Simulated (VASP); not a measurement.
# Ca (Fm-3m) in VASP: settings compared, part 2 of 3

VASP 6.6.1.

### 3 Single point, PBEsol (strained)

The input, INCAR:

```
PREC = Accurate ; ENCUT = 520
EDIFF = 1E-6 ; ISMEAR = 0
SIGMA = 0.1 ; LREAL = False
LASPH = True ; NELM = 60
ALGO = Fast ; ISIF = 2
LWAVE = False ; LCHARG = False
GGA = PS ; NBANDS = 11
```

The input, KPOINTS:

```
regular mesh
0
Gamma
  14 14 14
```

The input, POSCAR:

```
Ca
1.0
    0.0000000000      2.8453618020      2.8453618020
    2.8453618020      0.0000000000      2.8453618020
    2.8453618020      2.8453618020      0.0000000000
Ca
1
Direct
    0.0000000000      0.0000000000      0.0000000000
```

Potentials or basis: VASP PAW PBE potentials, release 64 (Ca_sv).

On the command line:

```bash
> cat potpaw_PBE.64/Ca_sv/POTCAR > POTCAR
> mpirun -np 1 vasp_std > vasp.out
```

OUTCAR:

```text
PREC = Accurate
   ENCUT = 520
   EDIFF = 1E-6
   ISMEAR = 0
   LREAL = False
   LASPH = True
   NELM = 60
   ISIF = 2
   GGA = PS

 ion  position               nearest neighbor table
   1  0.000  0.000  0.000-

  LATTYP: Found a face centered cubic cell.
 ALAT       =     5.6907236040

  Lattice vectors:

 A1 = (   0.0000000000,   2.8453618020,   2.8453618020)
 A2 = (   2.8453618020,   0.0000000000,   2.8453618020)
 A3 = (   2.8453618020,   2.8453618020,   0.0000000000)

Analysis of symmetry for initial positions (statically):
=====================================================================
 Subroutine PRICEL returns:
 Original cell was already a primitive cell.

 Routine SETGRP: Setting up the symmetry group for a
 face centered cubic supercell.

 Subroutine GETGRP returns: Found 48 space group operations
 (whereof 48 operations were pure point group operations)
 out of a pool of 48 trial point group operations.

The static configuration has the point symmetry O_h .

Analysis of symmetry for dynamics (positions and initial velocities):
=====================================================================
[... 161 lines left out ...]
 cond. band min:       1.5689834982   @ k =  -0.4286   0.0714   0.0000
 fundamental gap:      0.0143606630
 Fermi energy:         1.5549921980

 k-point     1 :       0.0000    0.0000    0.0000
  band No.  band energies     occupation
      1     -40.4946      2.00000
      2     -21.4944      2.00000
      3     -21.4944      2.00000
      4     -21.4944      2.00000
      5      -2.3155      2.00000
      6       3.7653      0.00000
      7       3.7653      0.00000
      8       3.7653      0.00000
      9       4.7348      0.00000
     10       4.7348      0.00000
     11      10.3171      0.00000
[... 309 lines left out ...]
 k-point    24 :       0.2857    0.1429    0.0000
  band No.  band energies     occupation
      1     -40.4892      2.00000
      2     -21.5446      2.00000
      3     -21.5086      2.00000
      4     -21.5074      2.00000
      5      -1.1778      2.00000
      6       2.8864      0.00000
      7       3.7443      0.00000
      8       4.0474      0.00000
      9       4.4412      0.00000
     10       5.0065      0.00000
     11       8.6726      0.00000

 [... further k-points ...]
[... 5 lines left out ...]
  --------------------------------------------------------------------------------------
  -------------------------------------------------------------------------------------
  Total       -0.5310900     -0.5310900     -0.5310900      0.0000000     -0.0000000      0.0000000
  in kB      -18.4686939    -18.4686939    -18.4686939      0.0000000     -0.0000000      0.0000000
  external PRESSURE =     -18.4686939 kB  Pullay stress =       0.0000000 kB

 VOLUME and BASIS-vectors are now :
 -----------------------------------------------------------------------------
  energy-cutoff  :      520.00
  volume of cell :       46.07
      direct lattice vectors                 reciprocal lattice vectors
     0.000000000  2.845361802  2.845361802    -0.175724577  0.175724577  0.175724577
     2.845361802  0.000000000  2.845361802     0.175724577 -0.175724577  0.175724577
     2.845361802  2.845361802  0.000000000     0.175724577  0.175724577 -0.175724577

 POSITION                                       TOTAL-FORCE (eV/Angst)
 -----------------------------------------------------------------------------------
      0.00000      0.00000      0.00000         0.000000      0.000000      0.000000
 -----------------------------------------------------------------------------------
    total drift:                               -0.000000     -0.000000      0.000000

  FREE ENERGIE OF THE ION-ELECTRON SYSTEM (eV)
  ---------------------------------------------------
  free  energy   TOTEN  =        -2.1038963227 eV

  energy  without entropy=       -2.0970659757  energy(sigma->0) =       -2.10048115
```

stdout:

```text
POSCAR found type information on POSCAR Ca
 POSCAR found :  1 types and       1 ions
 scaLAPACK will be used
 -----------------------------------------------------------------------------
|                                                                             |
|                                                                             |
|     You enforced a specific xc type in the INCAR file but a different       |
|     I HOPE YOU KNOW WHAT YOU ARE DOING!                                     |
|                                                                             |
 -----------------------------------------------------------------------------

 LDA part: xc-table for (Slater+PW92), standard interpolation
 POSCAR, INCAR and KPOINTS ok, starting setup
 FFT: planning ... GRIDC
 FFT: planning ... GRID_SOFT
 FFT: planning ... GRID
 WAVECAR not read
 entering main loop
WARNING in EDDRMM: call to ZHEGV failed, returncode =   6  3     10
```

Run time: 63 s. Hardware: 1 thread of Intel Xeon Platinum 8259CL at 2.50GHz (Skylake/Cascade Lake), shared host; peak memory 0.19 GiB.

What came out:

| Item | Value |
| --- | --- |
| Free energy | -2.1039 eV |
| Pressure | -1.8 GPa |
| Band gap on the k mesh | zero (bands 5 and 6 overlap by 0.41 eV) |

Caveat: the cell differs from its parent crystal (strained); the PAW data sets were made with another functional, which shifts forces and pressure a little.

### 4 Single point, r2SCAN (strained)

The input, POSCAR:

```
Ca
1.0
    0.0000000000      2.8137035160      2.8137035160
    2.8137035160      0.0000000000      2.8137035160
    2.8137035160      2.8137035160      0.0000000000
Ca
1
Direct
    0.0000000000      0.0000000000      0.0000000000
```

The input, INCAR.step1:

```
SYSTEM = Ca
PREC     = Accurate       ! precision mode
ENCUT    = 520            ! plane-wave cutoff, eV
ISMEAR   = 0              ! smearing method
SIGMA    = 0.1            ! smearing width, eV
LREAL    = .FALSE.        ! projectors in reciprocal space
LASPH    = .TRUE.         ! aspherical terms in the spheres
NELM     = 80             ! most SCF steps
NBANDS   = 11             ! bands
GGA      = PE             ! functional
ALGO     = Normal         ! electronic algorithm
EDIFF    = 1E-4           ! SCF threshold, eV
LWAVE    = .TRUE.         ! write WAVECAR
LCHARG   = .FALSE.        ! write CHGCAR
```

The input, INCAR.step2:

```
SYSTEM = Ca
PREC     = Accurate       ! precision mode
ENCUT    = 520            ! plane-wave cutoff, eV
EDIFF    = 1E-6           ! SCF threshold, eV
ISMEAR   = 0              ! smearing method
SIGMA    = 0.1            ! smearing width, eV
LREAL    = .FALSE.        ! projectors in reciprocal space
LASPH    = .TRUE.         ! aspherical terms in the spheres
NELM     = 80             ! most SCF steps
ALGO     = Normal         ! electronic algorithm
ISIF     = 2              ! what is computed and relaxed
LWAVE    = .FALSE.        ! write WAVECAR
LCHARG   = .FALSE.        ! write CHGCAR
METAGGA  = R2SCAN         ! meta-GGA
LMIXTAU  = .TRUE.       
NBANDS   = 11             ! bands
ISTART   = 1
```

The input, KPOINTS:

```
regular mesh
0
G
  14 14 14
  0 0 0
```

Potentials or basis: VASP PAW PBE potentials, release 64 (Ca_sv).

On the command line:

```bash
> cat potpaw_PBE.64/Ca_sv/POTCAR > POTCAR
> cp INCAR.step1 INCAR
> mpirun -np 1 vasp_std > vasp.out
> cp INCAR.step2 INCAR
> mpirun -np 1 vasp_std > vasp.out
```

OUTCAR:

```text
SYSTEM = Ca
   PREC = Accurate
   ENCUT = 520
   EDIFF = 1E-6
   ISMEAR = 0
   LREAL = .FALSE.
   LASPH = .TRUE.
   NELM = 80
   ISIF = 2
   METAGGA = R2SCAN
   ISTART = 1

 ion  position               nearest neighbor table
   1  0.000  0.000  0.000-

  LATTYP: Found a face centered cubic cell.
 ALAT       =     5.6274070320

  Lattice vectors:

 A1 = (   0.0000000000,   2.8137035160,   2.8137035160)
 A2 = (   2.8137035160,   0.0000000000,   2.8137035160)
 A3 = (   2.8137035160,   2.8137035160,   0.0000000000)

Analysis of symmetry for initial positions (statically):
=====================================================================
 Subroutine PRICEL returns:
 Original cell was already a primitive cell.

 Routine SETGRP: Setting up the symmetry group for a
 face centered cubic supercell.

 Subroutine GETGRP returns: Found 48 space group operations
 (whereof 48 operations were pure point group operations)
 out of a pool of 48 trial point group operations.

The static configuration has the point symmetry O_h .

Analysis of symmetry for dynamics (positions and initial velocities):
=====================================================================
[... 160 lines left out ...]
 cond. band min:       1.8034997388   @ k =  -0.3571   0.4286   0.1429
 fundamental gap:      0.0309167778
 Fermi energy:         1.7821776612

 k-point     1 :       0.0000    0.0000    0.0000
  band No.  band energies     occupation
      1     -42.1237      2.00000
      2     -22.1573      2.00000
      3     -22.1573      2.00000
      4     -22.1573      2.00000
      5      -2.4041      2.00000
      6       4.4166      0.00000
      7       4.4167      0.00000
      8       4.4167      0.00000
      9       5.4808      0.00000
     10       5.4808      0.00000
     11      11.1625      0.00000
[... 309 lines left out ...]
 k-point    24 :       0.2857    0.1429    0.0000
  band No.  band energies     occupation
      1     -42.1170      2.00000
      2     -22.2170      2.00000
      3     -22.1738      2.00000
      4     -22.1725      2.00000
      5      -1.1671      2.00000
      6       3.3775      0.00000
      7       4.3558      0.00000
      8       4.7113      0.00000
      9       5.1447      0.00000
     10       5.7741      0.00000
     11       9.6937      0.00000

 [... further k-points ...]
[... 5 lines left out ...]
  --------------------------------------------------------------------------------------
  -------------------------------------------------------------------------------------
  Total       -0.1369150     -0.1369150     -0.1369150     -0.0000000      0.0000000      0.0000000
  in kB       -4.9237557     -4.9237557     -4.9237557     -0.0000000      0.0000000      0.0000000
  external PRESSURE =      -4.9237557 kB  Pullay stress =       0.0000000 kB

 VOLUME and BASIS-vectors are now :
 -----------------------------------------------------------------------------
  energy-cutoff  :      520.00
  volume of cell :       44.55
      direct lattice vectors                 reciprocal lattice vectors
     0.000000000  2.813703516  2.813703516    -0.177701736  0.177701736  0.177701736
     2.813703516  0.000000000  2.813703516     0.177701736 -0.177701736  0.177701736
     2.813703516  2.813703516  0.000000000     0.177701736  0.177701736 -0.177701736

 POSITION                                       TOTAL-FORCE (eV/Angst)
 -----------------------------------------------------------------------------------
      0.00000      0.00000      0.00000        -0.000000      0.000000      0.000000
 -----------------------------------------------------------------------------------
    total drift:                               -0.000000     -0.000000      0.000000

  FREE ENERGIE OF THE ION-ELECTRON SYSTEM (eV)
  ---------------------------------------------------
  free  energy   TOTEN  =        -7.0337140983 eV

  energy  without entropy=       -7.0277186481  energy(sigma->0) =       -7.03071637
```

OUTCAR.step1:

```text
SYSTEM = Ca
   PREC = Accurate
   ENCUT = 520
   ISMEAR = 0
   LREAL = .FALSE.
   LASPH = .TRUE.
   NELM = 80
[... 555 lines left out ...]
 -----------------------------------------------------------------------------------
      0.00000      0.00000      0.00000         0.000000      0.000000      0.000000
 -----------------------------------------------------------------------------------
    total drift:                               -0.000000     -0.000000      0.000000

  FREE ENERGIE OF THE ION-ELECTRON SYSTEM (eV)
  ---------------------------------------------------
  free  energy   TOTEN  =        -1.9271980386 eV

  energy  without entropy=       -1.9202911473  energy(sigma->0) =       -1.92374459
```

OSZICAR.step1:

```text
N       E                     dE             d eps       ncg     rms          rms(c)
DAV:   1     0.670906185879E+02    0.67091E+02   -0.49969E+03  2288   0.818E+02
DAV:   2    -0.285494568597E+00   -0.67376E+02   -0.66818E+02  2537   0.207E+02
DAV:   3    -0.187633097431E+01   -0.15908E+01   -0.15755E+01  3578   0.307E+01
DAV:   4    -0.193266489506E+01   -0.56334E-01   -0.56145E-01  2945   0.457E+00
DAV:   5    -0.193390458832E+01   -0.12397E-02   -0.12395E-02  3257   0.542E-01    0.224E+00
DAV:   6    -0.192866162554E+01    0.52430E-02   -0.10395E-02  2809   0.111E+00    0.137E+00
DAV:   7    -0.192759706694E+01    0.10646E-02   -0.16428E-02  2543   0.150E+00    0.102E-01
DAV:   8    -0.192718621535E+01    0.41085E-03   -0.18476E-03  2684   0.405E-01    0.213E-02
DAV:   9    -0.192719803858E+01   -0.11823E-04   -0.95800E-05  2555   0.797E-02
   1 F= -.19271980E+01 E0= -.19237446E+01  d E =-.690689E-02
```

Run time: 3.1 min. Hardware: 1 thread of Intel Xeon Platinum 8259CL at 2.50GHz (Skylake/Cascade Lake), shared host; peak memory 0.2 GiB.

Results:

```
Free energy            : -7.0337 eV
Pressure               : -0.5 GPa
Band gap on the k mesh : zero (bands 5 and 6 overlap by 0.56 eV)
```

Levels at points of the mesh, in eV from the Fermi level:
```tsv
k point	band 2	band 3	band 4	band 5	band 6	band 7	band 8	band 9
(0.00, 0.00, 0.00)	-23.94	-23.94	-23.94	-4.19	2.63	2.63	2.63	3.70
(0.50, 0.00, 0.00)	-24.06	-23.96	-23.96	-0.92	-0.32	2.50	2.50	4.37
(0.50, 0.50, 0.00)	-24.05	-23.98	-23.98	-0.35	0.79	0.85	4.36	4.55
```

Caveat: the cell differs from its parent crystal (strained); the PAW data sets were made with another functional, which shifts forces and pressure a little.

(Part 2 of 3 ends here.)

The gap in the log of VASP goes by the Fermi energy; the results here count the filled bands.